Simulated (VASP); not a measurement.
# AlN in VASP: a series of runs

Runs on AlN. Level: PBE. Tasks: single point.

Program: VASP 6.6.1. These are calculated values, not measurements. Logs are shortened: lines on timing, memory, paths and dates and some standing lists are left out, and cuts for length are marked.

### 1 The cell of the first run

It takes space group Fm-3m (No. 225, cubic). Conventional cell: a = 4.021 Å, b = 4.021 Å, c = 4.021 Å, α = 90.00°, β = 90.00°, γ = 90.00°. Within 2.7 Å of Al (site symmetry m-3m) lie 6 N at 2.01 Å. N (site symmetry m-3m) has 6 Al at 2.01 Å within 2.7 Å.

### 2 Single point, PBE (volume scaled by 1.05)

File INCAR:

```
  PREC = Accurate
  ENCUT = 520
  EDIFF = 1E-6
  ISMEAR = -1
  SIGMA = 0.02
  LREAL = F
  LASPH = T
  NELM = 60
  ALGO = Normal
  ISIF = 2
  LWAVE = F
  LCHARG = F
  GGA = PE
  NBANDS = 11
```

File KPOINTS:

```
regular mesh
0
Gamma
  10 10 10
```

File POSCAR:

```
AlN
1.0
    0.0000000000      2.0104319938      2.0104319938
    2.0104319938      0.0000000000      2.0104319938
    2.0104319938      2.0104319938      0.0000000000
Al N
1 1
Direct
    0.0000000000      0.0000000000      0.0000000000
    0.5000000000      0.5000000000      0.5000000000
```

Potentials or basis: VASP PAW PBE potentials, release 64 (Al, N).

On the command line:

```
$ cat potpaw_PBE.64/Al/POTCAR potpaw_PBE.64/N/POTCAR > POTCAR
$ mpirun -np 1 vasp_std > vasp.out
```

OUTCAR:

```text
PREC = Accurate
   ENCUT = 520
   EDIFF = 1E-6
   ISMEAR = -1
   LREAL = F
   LASPH = T
   NELM = 60
   ISIF = 2
   GGA = PE

 ion  position               nearest neighbor table
   1  0.000  0.000  0.000-   2 2.01   2 2.01   2 2.01   2 2.01   2 2.01   2 2.01
   2  0.500  0.500  0.500-   1 2.01   1 2.01   1 2.01   1 2.01   1 2.01   1 2.01

  LATTYP: Found a face centered cubic cell.
 ALAT       =     4.0208639876

  Lattice vectors:

 A1 = (   0.0000000000,   2.0104319938,   2.0104319938)
 A2 = (   2.0104319938,   0.0000000000,   2.0104319938)
 A3 = (   2.0104319938,   2.0104319938,   0.0000000000)

Analysis of symmetry for initial positions (statically):
=====================================================================
 Subroutine PRICEL returns:
 Original cell was already a primitive cell.

 Routine SETGRP: Setting up the symmetry group for a
 face centered cubic supercell.

 Subroutine GETGRP returns: Found 48 space group operations
[... 9 lines left out ...]

 Routine SETGRP: Setting up the symmetry group for a
 face centered cubic supercell.

 Subroutine GETGRP returns: Found 48 space group operations
[... 11 lines left out ...]
                                     Primitive cell

  volume of cell :      16.2517

  direct lattice vectors                    reciprocal lattice vectors
     0.000000000  2.010431994  2.010431994    -0.248702767  0.248702767  0.248702767
     2.010431994  0.000000000  2.010431994     0.248702767 -0.248702767  0.248702767
     2.010431994  2.010431994  0.000000000     0.248702767  0.248702767 -0.248702767

  length of vectors
     2.843180192  2.843180192  2.843180192     0.430765829  0.430765829  0.430765829

  position of ions in fractional coordinates (direct lattice)
     0.000000000  0.000000000  0.000000000
     0.500000000  0.500000000  0.500000000

  ion indices of the primitive-cell ions
   primitive index   ion index
                 1           1
                 2           2

----------------------------------------------------------------------------------------

 KPOINTS: regular mesh

Automatic generation of k-mesh.
 Grid dimensions read from file:
 generate k-points for:   10   10   10

 Generating k-lattice:

  Cartesian coordinates                     Fractional coordinates (reciprocal lattice)
    -0.024870277  0.024870277  0.024870277     0.100000000  0.000000000  0.000000000
[... 58 lines left out ...]
   NELM   =     60;   NELMIN=  2; NELMDL= -5     # of ELM steps
   EDIFF  = 0.1E-05   stopping-criterion for ELM
   LREAL  =      F    real-space projection
   EDIFFG = 0.1E-04   stopping-criterion for IOM
   NSW    =      0    number of steps for IOM
   IBRION =     -1    ionic relax: 0-MD 1-quasi-New 2-CG
   NFREE  =      0    steps in history (QN), initial steepest desc. (CG)
   ISIF   =      2    stress and relaxation
   ISYM   =      2    0-nonsym 1-usesym 2-fastsym
   POTIM  = 0.5000    time-step for ionic-motion
   TEBEG  =    0.0;   TEEND  =   0.0 temperature during run
   PSTRESS=    0.0 pullay stress
   NELECT =       8.0000    total number of electrons
   NUPDOWN=      -1.0000    fix difference up-down
   EMIN   =  10.00;   EMAX   =-10.00  energy-range for DOS
   EFERMI =   0.00;   METHOD = LEGACY
   ISMEAR =    -1;   SIGMA  =   0.02  broadening in eV -4-tet -1-fermi 0-gaus
   EFERMI_NEDOS =   21; number of points for ismear=-14 and -15
   IALGO  =     38    algorithm
   IMIX   =      4    mixing-type and parameters
     AMIX     =   0.40;   BMIX     =  1.00
     AMIX_MAG =   1.60;   BMIX_MAG =  1.00
  volume/ion in A,a.u.               =       8.13        54.84
  Fermi-wavevector in a.u.,A,eV,Ry     =   1.292624  2.442705 22.733648  1.670876
  Thomas-Fermi vector in A             =   2.424320
   LORBIT       =      0    0 simple, 1 ext, 2 COOP (PROOUT), +10 PAW based schemes
   GGA     = PE    functional components
   LHFCALC =     F    Hartree Fock is set to
   AEXX    =    0.0000 exact exchange contribution
   IVDW    =     0    specifies the selected vdW correction
   LEPSILON=     F    determine dielectric tensor
   LRPA    =     F    only Hartree local field effects (RPA)
 non-spin polarized calculation
  energy-cutoff  :      520.00
  volume of cell :       16.25
 maximum number of plane-waves:       448
 NGX is ok and might be reduce to    24
   NGX = 11   NGY = 11   NGZ = 11

 number of electron       7.9999999 magnetization

 Free energy of the ion-electron system (eV)
  ---------------------------------------------------
  ext. energy  EPLUGINS =         0.00000000
  ---------------------------------------------------
  free energy    TOTEN  =       -14.52813289 eV

  energy without entropy =      -14.52813289  energy(sigma->0) =      -14.52813289

 E-fermi :  10.6132     XC(G=0): -12.3636

 val. band max:       10.1808198297   @ k =   0.0000   0.0000   0.0000
 cond. band min:      14.9487037883   @ k =   0.5000   0.5000   0.0000
 fundamental gap:      4.7678839586
 Fermi energy:        10.6131694909

 k-point     1 :       0.0000    0.0000    0.0000
  band No.  band energies     occupation
      1      -7.5239      2.00000
      2      10.1808      2.00000
      3      10.1808      2.00000
      4      10.1808      2.00000
      5      16.1025      0.00000
      6      22.4019      0.00000
      7      22.4019      0.00000
      8      22.4019      0.00000
      9      27.5878      0.00000
     10      28.0939      0.00000
     11      28.0939      0.00000
[... 309 lines left out ...]
 k-point    24 :       0.4000    0.3000    0.0000
  band No.  band energies     occupation
      1      -4.4561      2.00000
      2       4.2650      2.00000
      3       7.3383      2.00000
      4       7.8634      2.00000
      5      16.4353      0.00000
      6      17.1667      0.00000
      7      22.5849      0.00000
      8      25.9976      0.00000
      9      26.7818      0.00000
     10      32.2002      0.00000
     11      35.2330      0.00000

 [... further k-points ...]
[... 5 lines left out ...]
  --------------------------------------------------------------------------------------
  -------------------------------------------------------------------------------------
  Total        0.9818482      0.9818482      0.9818482      0.0000000      0.0000000     -0.0000000
  in kB       96.7958539     96.7958539     96.7958539      0.0000000      0.0000000     -0.0000000
  external PRESSURE =      96.7958539 kB  Pullay stress =       0.0000000 kB

 VOLUME and BASIS-vectors are now :
 -----------------------------------------------------------------------------
  energy-cutoff  :      520.00
  volume of cell :       16.25
      direct lattice vectors                 reciprocal lattice vectors
     0.000000000  2.010431994  2.010431994    -0.248702767  0.248702767  0.248702767
     2.010431994  0.000000000  2.010431994     0.248702767 -0.248702767  0.248702767
     2.010431994  2.010431994  0.000000000     0.248702767  0.248702767 -0.248702767

 POSITION                                       TOTAL-FORCE (eV/Angst)
 -----------------------------------------------------------------------------------
      0.00000      0.00000      0.00000        -0.000000     -0.000000     -0.000000
      2.01043      2.01043      2.01043         0.000000      0.000000      0.000000
 -----------------------------------------------------------------------------------
    total drift:                               -0.000000     -0.000000      0.000000

  FREE ENERGIE OF THE ION-ELECTRON SYSTEM (eV)
  ---------------------------------------------------
  free  energy   TOTEN  =       -14.5281328871 eV

  energy  without entropy=      -14.5281328871  energy(sigma->0) =      -14.52813289
```

Wall time 8.4 s (1 thread of Intel Xeon 8259CL, shared host); peak memory 0.13 GiB.

What came out:

```yaml
Free_energy: -14.5281 eV
Pressure: 9.7 GPa
Band_gap_on_the_k_mesh: 4.77 eV, indirect (least direct gap 5.92 eV)
```

### 3 Single point, PBE (atom 1 (Al) moved by [0.0, 0.0, 0.08] A)

File INCAR:

```
SYSTEM = AlN
PREC = Accurate
ENCUT = 520
EDIFF = 1E-6
ISMEAR = -1
SIGMA = 0.02
LREAL = .False.
LASPH = .True.
NELM = 80
ALGO = Normal
ISIF = 2
LWAVE = .False.
LCHARG = .False.
GGA = PE
NBANDS = 11
```

File KPOINTS:

```
regular mesh
0
Gamma
  10 10 10
  0 0 0
```

File POSCAR:

```
AlN
1.0
    0.0000000000      1.9780000000      1.9780000000
    1.9780000000      0.0000000000      1.9780000000
    1.9780000000      1.9780000000      0.0000000000
Al N
1 1
Direct
    0.0202224469      0.0202224469     -0.0202224469
    0.5000000000      0.5000000000      0.5000000000
```

Potentials or basis: VASP PAW PBE potentials, release 64 (Al, N).

On the command line:

```
$ cat potpaw_PBE.64/Al/POTCAR potpaw_PBE.64/N/POTCAR > POTCAR
$ mpirun -np 1 vasp_std > vasp.out
```

Wall time 26 s (1 thread of Intel Xeon Platinum 8488C (Sapphire Rapids), shared host); peak memory 0.14 GiB.

Results (log left out):

```
Free energy            : -14.4117 eV
Pressure               : 26.5 GPa
Largest force          : 0.842 eV/Å
Band gap on the k mesh : 5.20 eV, indirect (least direct gap 6.64 eV)
```

Forces in eV/Å, atoms in the order of the input:
```
Al   0.000  0.000 -0.842
N    0.000  0.000  0.842
```

Stress tensor (GPa, compression positive):
```
24.83  0.00  0.00
 0.00 24.83  0.00
 0.00  0.00 29.87
```

Levels at points of the mesh, in eV from the valence-band top:
```csv
k point,band 1,band 2,band 3,band 4,band 5,band 6,band 7,band 8
"(0.00, 0.00, 0.00)",-18.16,-0.03,0.00,0.00,6.64,12.40,12.41,12.41
"(0.50, 0.00, 0.00)",-14.63,-8.72,-1.21,-1.19,6.56,11.51,11.55,14.33
"(0.50, 0.50, 0.00)",-13.57,-7.81,-2.96,-2.96,5.20,5.24,14.85,18.33
"(0.00, 0.50, 0.50)",-13.56,-7.82,-2.97,-2.97,5.20,5.23,14.88,18.32
```

Caveat: the cell differs from its parent crystal (atom 1 (Al) moved by [0.0, 0.0, 0.08] A). A k mesh can miss the band edges.

### 4 Single point, PBE (volume scaled by 0.95)

File INCAR:

```
PREC = Accurate ; ENCUT = 600
EDIFF = 1E-6 ; ISMEAR = -1
SIGMA = 0.02 ; LREAL = F
LASPH = T ; NELM = 120
ALGO = Normal ; ISIF = 2
LWAVE = F ; LCHARG = F
GGA = PE ; NBANDS = 11
GGA_COMPAT = F
```

File KPOINTS:

```
Automatic mesh
0
Gamma
  10 10 10
```

File POSCAR:

```
AlN
1.0
    0.0000000000      1.9444680984      1.9444680984
    1.9444680984      0.0000000000      1.9444680984
    1.9444680984      1.9444680984      0.0000000000
Al N
1 1
Direct
    0.0000000000      0.0000000000      0.0000000000
    0.5000000000      0.5000000000      0.5000000000
```

Potentials or basis: VASP PAW PBE potentials, release 64 (Al, N).

On the command line:

```
$ cat potpaw_PBE.64/Al/POTCAR potpaw_PBE.64/N/POTCAR > POTCAR
$ mpirun -np 1 vasp_std > vasp.out
```

OUTCAR:

```text
PREC = Accurate
   ENCUT = 600
   EDIFF = 1E-6
   ISMEAR = -1
   LREAL = F
   LASPH = T
   NELM = 120
   ISIF = 2
   GGA = PE

 ion  position               nearest neighbor table
   1  0.000  0.000  0.000-   2 1.94   2 1.94   2 1.94   2 1.94   2 1.94   2 1.94
   2  0.500  0.500  0.500-   1 1.94   1 1.94   1 1.94   1 1.94   1 1.94   1 1.94

  LATTYP: Found a face centered cubic cell.
 ALAT       =     3.8889361968

  Lattice vectors:

 A1 = (   0.0000000000,   1.9444680984,   1.9444680984)
[... 512 lines left out ...]
      5      18.0484      0.00000
      6      19.3340      0.00000
      7      25.1691      0.00000
      8      28.6639      0.00000
      9      29.5898      0.00000
     10      34.7222      0.00000
     11      38.1896      0.00000

 [... further k-points ...]
[... 5 lines left out ...]
  --------------------------------------------------------------------------------------
  -------------------------------------------------------------------------------------
  Total        4.1052210      4.1052210      4.1052210     -0.0000000     -0.0000000      0.0000000
  in kB      447.3162397    447.3162397    447.3162397     -0.0000000     -0.0000000      0.0000000
  external PRESSURE =     447.3162397 kB  Pullay stress =       0.0000000 kB

 VOLUME and BASIS-vectors are now :
 -----------------------------------------------------------------------------
  energy-cutoff  :      600.00
  volume of cell :       14.70
      direct lattice vectors                 reciprocal lattice vectors
     0.000000000  1.944468098  1.944468098    -0.257139729  0.257139729  0.257139729
     1.944468098  0.000000000  1.944468098     0.257139729 -0.257139729  0.257139729
     1.944468098  1.944468098  0.000000000     0.257139729  0.257139729 -0.257139729

 POSITION                                       TOTAL-FORCE (eV/Angst)
 -----------------------------------------------------------------------------------
      0.00000      0.00000      0.00000         0.000000     -0.000000      0.000000
      1.94447      1.94447      1.94447        -0.000000      0.000000     -0.000000
 -----------------------------------------------------------------------------------
    total drift:                               -0.000000     -0.000000      0.000000

  FREE ENERGIE OF THE ION-ELECTRON SYSTEM (eV)
  ---------------------------------------------------
  free  energy   TOTEN  =       -14.2780087389 eV

  energy  without entropy=      -14.2780087389  energy(sigma->0) =      -14.27800874
```

stdout:

```text
POSCAR found type information on POSCAR AlN
 POSCAR found :  2 types and       2 ions
 scaLAPACK will be used
 LDA part: xc-table for (Slater+PW92), standard interpolation
 POSCAR, INCAR and KPOINTS ok, starting setup
 FFT: planning ... GRIDC
 FFT: planning ... GRID_SOFT
 FFT: planning ... GRID
 WAVECAR not read
 entering main loop
```

It took 3.8 s on 1 thread of Intel Xeon 6975P-C (Granite Rapids), shared host; peak memory 0.13 GiB.

Results:

| Property | Result |
| --- | --- |
| Free energy | -14.2780 eV |
| Pressure | 44.7 GPa |
| Band gap on the k mesh | 5.08 eV, indirect (least direct gap 7.47 eV) |

Levels at points of the mesh, in eV from the valence-band top:
```tsv
k point	band 1	band 2	band 3	band 4	band 5	band 6	band 7	band 8	band 9
(0.00, 0.00, 0.00)	-18.66	0.00	0.00	0.00	7.47	12.54	12.54	12.54	18.00
(0.50, 0.00, 0.00)	-14.92	-9.09	-1.31	-1.31	6.90	11.98	11.98	15.06	17.51
(0.50, 0.50, 0.00)	-13.77	-8.20	-3.11	-3.11	5.08	5.79	15.54	19.18	19.18
```

 A k mesh can miss the band edges.

### 5 Summary

```tsv
cell	cutoff (eV)	gap on the mesh (eV)	pressure (GPa)
a = 2.843 Å, angles 60.0°, 2 atoms	520	4.77	9.7
a = 2.797 Å, angles 60.0°, 2 atoms	520	5.20	26.5
a = 2.750 Å, angles 60.0°, 2 atoms	600	5.08	44.7
```

Alike in all rows: task single point; level PBE; potentials or basis VASP PAW PBE potentials, release 64 (Al, N); no spin polarisation; k mesh 10 × 10 × 10; smearing fermi-dirac 0.02 eV.

Absolute energies hang on the potentials; compare differences alone.
